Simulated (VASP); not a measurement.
# Ta3HN3 in VASP: a series of runs

Ta3HN3 is run at these levels: PBE; tasks: single point.

Everything below comes from runs of VASP 6.6.1. Logs are shortened: lines on timing, memory, paths and dates and some standing lists are left out, and cuts for length are marked.

## (1) The cell of the first run

The cell holds a slab with vacuum, 7 atoms: a = 3.123 Å, b = 3.123 Å, c = 21.591 Å, α = 90.00°, β = 90.00°, γ = 90.00°.

## (2) Single point, PBE, collinear spin

File INCAR:

```
SYSTEM = Ta3HN3
PREC = Accurate
ENCUT = 520
EDIFF = 1E-7
ISMEAR = 0
SIGMA = 0.1
LREAL = .False.
LASPH = .True.
NELM = 150
ALGO = Normal
ISIF = 2
LWAVE = .False.
LCHARG = .False.
ISPIN = 2
MAGMOM = 0 0 0 0 0 0 1
LORBIT = 11
LMAXMIX = 4
LDIPOL = .True.
IDIPOL = 3
DIPOL = 0.5 0.5 0.313
GGA = PE
NBANDS = 38
```

File KPOINTS:

```
Automatic mesh
0
Gamma
  9 9 1
  0 0 0
```

File POSCAR:

```
Ta3HN3
1.0
    3.1228193035      0.0000000000      0.0000000000
    0.0000000000      3.1228193035      0.0000000000
    0.0000000000      0.0000000000     21.5908392430
Ta N H
3 3 1
Direct
    0.0000000000      0.0000000000      0.1852637572
    0.5000000000      0.5000000000      0.2890369107
    0.0000000000      0.0000000000      0.3832407719
    0.5000000000      0.5000000000      0.1852637572
    0.0000000000      0.0000000000      0.2843927699
    0.5000000000      0.5000000000      0.3978927890
    1.0000000000      1.0000000000      0.4669035386
```

Potentials or basis: VASP PAW PBE potentials, release 64 (Ta_pv, N, H).

Launch:

```console
$ cat potpaw_PBE.64/Ta_pv/POTCAR potpaw_PBE.64/N/POTCAR potpaw_PBE.64/H/POTCAR > POTCAR
$ mpirun -np 1 vasp_std > vasp.out
```

OUTCAR:

```text
SYSTEM = Ta3HN3
   PREC = Accurate
   ENCUT = 520
   EDIFF = 1E-7
   ISMEAR = 0
   LREAL = .False.
   LASPH = .True.
   NELM = 150
   ISIF = 2
   ISPIN = 2
   LORBIT = 11
   GGA = PE

 ion  position               nearest neighbor table
   1  0.000  0.000  0.185-   5 2.14   4 2.21   4 2.21   4 2.21   4 2.21   2 3.15   2 3.15   2 3.15
                             2 3.15
   2  0.500  0.500  0.289-   5 2.21   5 2.21   5 2.21   5 2.21   4 2.24   6 2.35   3 3.00   3 3.00
                             3 3.00   3 3.00   1 3.15   1 3.15   1 3.15   1 3.15
   3  0.000  0.000  0.383-   7 1.81   5 2.13   6 2.23   6 2.23   6 2.23   6 2.23   2 3.00   2 3.00
                             2 3.00   2 3.00
   4  0.500  0.500  0.185-   1 2.21   1 2.21   1 2.21   1 2.21   2 2.24
   5  0.000  0.000  0.284-   3 2.13   1 2.14   2 2.21   2 2.21   2 2.21   2 2.21
   6  0.500  0.500  0.398-   3 2.23   3 2.23   3 2.23   3 2.23   2 2.35
   7  0.000  0.000  0.467-   3 1.81

  LATTYP: Found a simple tetragonal cell.
 ALAT       =     3.1228193035
 C/A-ratio  =     6.9138932306

  Lattice vectors:

 A1 = (   3.1228193035,   0.0000000000,   0.0000000000)
 A2 = (   0.0000000000,   3.1228193035,   0.0000000000)
 A3 = (   0.0000000000,   0.0000000000,  21.5908392430)

Analysis of symmetry for initial positions (statically):
=====================================================================
 Subroutine PRICEL returns:
 Original cell was already a primitive cell.

 Routine SETGRP: Setting up the symmetry group for a
 simple tetragonal supercell.

 Subroutine GETGRP returns: Found  8 space group operations
 (whereof  8 operations were pure point group operations)
 out of a pool of 16 trial point group operations.

The static configuration has the point symmetry C_4v.

Analysis of symmetry for dynamics (positions and initial velocities):
=====================================================================
 Subroutine PRICEL returns:
 Original cell was already a primitive cell.

 Routine SETGRP: Setting up the symmetry group for a
 simple tetragonal supercell.

 Subroutine GETGRP returns: Found  8 space group operations
 (whereof  8 operations were pure point group operations)
 out of a pool of 16 trial point group operations.

The dynamic configuration has the point symmetry C_4v.

Analysis of structural, dynamic, and magnetic symmetry:
=====================================================================
 Subroutine PRICEL returns:
 Original cell was already a primitive cell.

 Routine SETGRP: Setting up the symmetry group for a
 simple tetragonal supercell.

 Subroutine GETGRP returns: Found  8 space group operations
 (whereof  8 operations were pure point group operations)
 out of a pool of 16 trial point group operations.

The overall configuration has the point symmetry C_4v.

 Subroutine INISYM returns: Found  8 space group operations
 (whereof  8 operations are pure point group operations),
 and found     1 'primitive' translations

----------------------------------------------------------------------------------------

                                     Primitive cell

  volume of cell :     210.5539

  direct lattice vectors                    reciprocal lattice vectors
     3.122819304  0.000000000  0.000000000     0.320223459  0.000000000  0.000000000
     0.000000000  3.122819304  0.000000000     0.000000000  0.320223459  0.000000000
     0.000000000  0.000000000 21.590839243     0.000000000  0.000000000  0.046315939

  length of vectors
     3.122819304  3.122819304 21.590839243     0.320223459  0.320223459  0.046315939

  position of ions in fractional coordinates (direct lattice)
     0.000000000  0.000000000  0.185263757
     0.500000000  0.500000000  0.289036911
     0.000000000  0.000000000  0.383240772
     0.500000000  0.500000000  0.185263757
     0.000000000  0.000000000  0.284392770
     0.500000000  0.500000000  0.397892789
     0.000000000  0.000000000  0.466903539

  ion indices of the primitive-cell ions
   primitive index   ion index
                 1           1
                 2           2
                 3           3
[... 55 lines left out ...]
   NGXF,Y,Z  is equivalent  to a cutoff of  25.55, 25.55, 24.95 a.u.
 SYSTEM =  Ta3HN3
   PREC   = accura    normal or accurate (medium, high low for compatibility)
   ISTART =      0    job   : 0-new  1-cont  2-samecut
   ICHARG =      2    charge: 1-file 2-atom 10-const
   ISPIN  =      2    spin polarized calculation?
   LNONCOLLINEAR =      F non collinear calculations
   LSORBIT =      F    spin-orbit coupling
   LASPH  =      T    aspherical Exc in radial PAW
   ENCUT  =  520.0 eV  38.22 Ry    6.18 a.u.   5.81  5.81 40.14*2*pi/ulx,y,z
   NELM   =    150;   NELMIN=  2; NELMDL= -5     # of ELM steps
   EDIFF  = 0.1E-06   stopping-criterion for ELM
   LREAL  =      F    real-space projection
   EDIFFG = 0.1E-05   stopping-criterion for IOM
   NSW    =      0    number of steps for IOM
   IBRION =     -1    ionic relax: 0-MD 1-quasi-New 2-CG
   NFREE  =      0    steps in history (QN), initial steepest desc. (CG)
   ISIF   =      2    stress and relaxation
   ISYM   =      2    0-nonsym 1-usesym 2-fastsym
   POTIM  = 0.5000    time-step for ionic-motion
   TEBEG  =    0.0;   TEEND  =   0.0 temperature during run
   PSTRESS=    0.0 pullay stress
   NELECT =      49.0000    total number of electrons
   NUPDOWN=      -1.0000    fix difference up-down
   EMIN   =  10.00;   EMAX   =-10.00  energy-range for DOS
   EFERMI =   0.00;   METHOD = LEGACY
   ISMEAR =     0;   SIGMA  =   0.10  broadening in eV -4-tet -1-fermi 0-gaus
   EFERMI_NEDOS =   21; number of points for ismear=-14 and -15
   IALGO  =     38    algorithm
   IMIX   =      4    mixing-type and parameters
     AMIX     =   0.40;   BMIX     =  1.00
     AMIX_MAG =   1.60;   BMIX_MAG =  1.00
  volume/ion in A,a.u.               =      30.08       202.98
  Fermi-wavevector in a.u.,A,eV,Ry     =   1.006976  1.902909 13.796316  1.014001
  Thomas-Fermi vector in A             =   2.139752
   LORBIT       =     11    0 simple, 1 ext, 2 COOP (PROOUT), +10 PAW based schemes
   GGA     = PE    functional components
   LHFCALC =     F    Hartree Fock is set to
   AEXX    =    0.0000 exact exchange contribution
   IVDW    =     0    specifies the selected vdW correction
   LEPSILON=     F    determine dielectric tensor
   LRPA    =     F    only Hartree local field effects (RPA)
 spin polarized calculation
 Gauss-broadening in eV      SIGMA  =   0.10
  energy-cutoff  :      520.00
  volume of cell :      210.55
 maximum number of plane-waves:      5708
 NGX is ok and might be reduce to    24
   NGX = 11   NGY = 11   NGZ = 81

 dipolmoment           0.000000      0.000000     -0.052834 electrons x Angstroem

 number of electron      49.0000001 magnetization       0.0099150

 number of electron      49.0000001 magnetization      -0.0000242

 dipolmoment           0.000000      0.000000      0.187565 electrons x Angstroem

 Free energy of the ion-electron system (eV)
  ---------------------------------------------------
  ext. energy  EPLUGINS =         0.00000000
  ---------------------------------------------------
  free energy    TOTEN  =       -67.04749096 eV

  energy without entropy =      -67.02649990  energy(sigma->0) =      -67.03699543

 E-fermi :  -0.6563     XC(G=0):  -5.2221

 val. band max:       -0.7265856343   @ k =   0.4444   0.3333   0.0000
 cond. band min:      -0.6506537246   @ k =   0.3333   0.1111   0.0000
 fundamental gap:      0.0759319096
 Fermi energy:        -0.6562616808

 spin component 1

 k-point     1 :       0.0000    0.0000    0.0000
  band No.  band energies     occupation
      1     -36.9172      1.00000
      2     -36.5663      1.00000
      3     -36.5663      1.00000
      4     -36.3505      1.00000
      5     -36.2802      1.00000
      6     -36.2802      1.00000
[... 574 lines left out ...]
     35       3.9245      0.00000
     36       4.4072      0.00000
 Fermi energy:        -0.6562616808

 spin component 2

 k-point     1 :       0.0000    0.0000    0.0000
  band No.  band energies     occupation
      1     -36.9172      1.00000
      2     -36.5663      1.00000
      3     -36.5663      1.00000
      4     -36.3505      1.00000
      5     -36.2802      1.00000
      6     -36.2802      1.00000
[... 574 lines left out ...]
     35       3.9245      0.00000
     36       4.4072      0.00000
 [bands above 36 left out]

------------------------ aborting loop because EDIFF is reached ----------------------------------------

 vacuum level on the upper side and lower side of the slab       (xc-potential included)         1.583        -1.813

  FORCE on cell =-STRESS in cart. coord.  units (eV):
  Direction    XX          YY          ZZ          XY          YZ          ZX
  --------------------------------------------------------------------------------------
  -------------------------------------------------------------------------------------
  Total       -7.3467078     -7.3467078      2.5590353      0.0000000      0.0000000      0.0000000
  in kB      -55.9036437    -55.9036437     19.4725860      0.0000000      0.0000000      0.0000000
  external PRESSURE =     -30.7782338 kB  Pullay stress =       0.0000000 kB

 VOLUME and BASIS-vectors are now :
 -----------------------------------------------------------------------------
  energy-cutoff  :      520.00
  volume of cell :      210.55
      direct lattice vectors                 reciprocal lattice vectors
     3.122819304  0.000000000  0.000000000     0.320223459  0.000000000  0.000000000
     0.000000000  3.122819304  0.000000000     0.000000000  0.320223459  0.000000000
     0.000000000  0.000000000 21.590839243     0.000000000  0.000000000  0.046315939

 POSITION                                       TOTAL-FORCE (eV/Angst)
 -----------------------------------------------------------------------------------
      0.00000      0.00000      4.00000        -0.000000     -0.000000      1.861933
      1.56141      1.56141      6.24055        -0.000000     -0.000000     -0.144938
      0.00000      0.00000      8.27449         0.000000     -0.000000      3.968748
      1.56141      1.56141      4.00000        -0.000000      0.000000     -1.614501
      0.00000      0.00000      6.14028        -0.000000     -0.000000     -2.074105
      1.56141      1.56141      8.59084        -0.000000      0.000000     -1.713236
      0.00000      0.00000     10.08084        -0.000000     -0.000000     -0.283901
 -----------------------------------------------------------------------------------
    total drift:                                0.000000     -0.000000      0.000205

  FREE ENERGIE OF THE ION-ELECTRON SYSTEM (eV)
  ---------------------------------------------------
  free  energy   TOTEN  =       -67.0474909628 eV

  energy  without entropy=      -67.0264999043  energy(sigma->0) =      -67.03699543

 vacuum level on the upper side and lower side of the slab         6.013         2.511

 total charge

# of ion       s       p       d       tot
------------------------------------------
    1        0.286   6.178   2.324   8.787
    2        0.268   6.213   2.482   8.962
    3        0.311   6.239   2.301   8.852
    4        1.237   2.458   0.000   3.696
    5        1.238   2.521   0.000   3.760
    6        1.257   2.378   0.000   3.635
    7        0.527   0.008   0.000   0.535
--------------------------------------------------
tot          5.124  25.996   7.107  38.226

 magnetization (x)

# of ion       s       p       d       tot
------------------------------------------
    1       -0.000  -0.000  -0.000  -0.000
    2       -0.000  -0.000  -0.000  -0.000
    3       -0.000   0.000  -0.000  -0.000
    4        0.000   0.000   0.000   0.000
    5       -0.000   0.000   0.000   0.000
    6        0.000   0.000   0.000   0.000
    7        0.000   0.000   0.000   0.000
--------------------------------------------------
tot          0.000   0.000  -0.000  -0.000
```

It took 3.9 min on 1 thread of Intel Xeon 6975P-C (Granite Rapids), shared host; peak memory 0.47 GiB.

Results:

- Free energy: -67.0475 eV
- Largest force: 3.969 eV/Å
- Net moment: 0.00 μB per cell
- Valence electrons inside the program's atomic spheres: Ta 8.79, 8.96, 8.85; N 3.70, 3.76, 3.63; H 0.54

Forces on the atoms (eV/Å):
```
Ta   0.000  0.000  1.862
Ta   0.000  0.000 -0.145
Ta   0.000  0.000  3.969
N    0.000  0.000 -1.615
N    0.000  0.000 -2.074
N    0.000  0.000 -1.713
H    0.000  0.000 -0.284
```

Levels at points of the mesh, in eV from the Fermi level:
Spin up:
```
           k point  band 20  band 21  band 22  band 23  band 24  band 25  band 26  band 27  band 28  band 29
(0.00, 0.00, 0.00)    -3.57    -3.36    -2.73    -2.73    -1.89    -1.73    -0.75    -0.75     0.22     0.57
```
Spin down:
```
           k point  band 22  band 23  band 24  band 25  band 26  band 27
(0.00, 0.00, 0.00)    -2.73    -2.73    -1.89    -1.73    -0.75    -0.75
```

Caveat: spin-orbit coupling is left out, which moves the levels of the heavy elements.

[end of part 1 of 2]
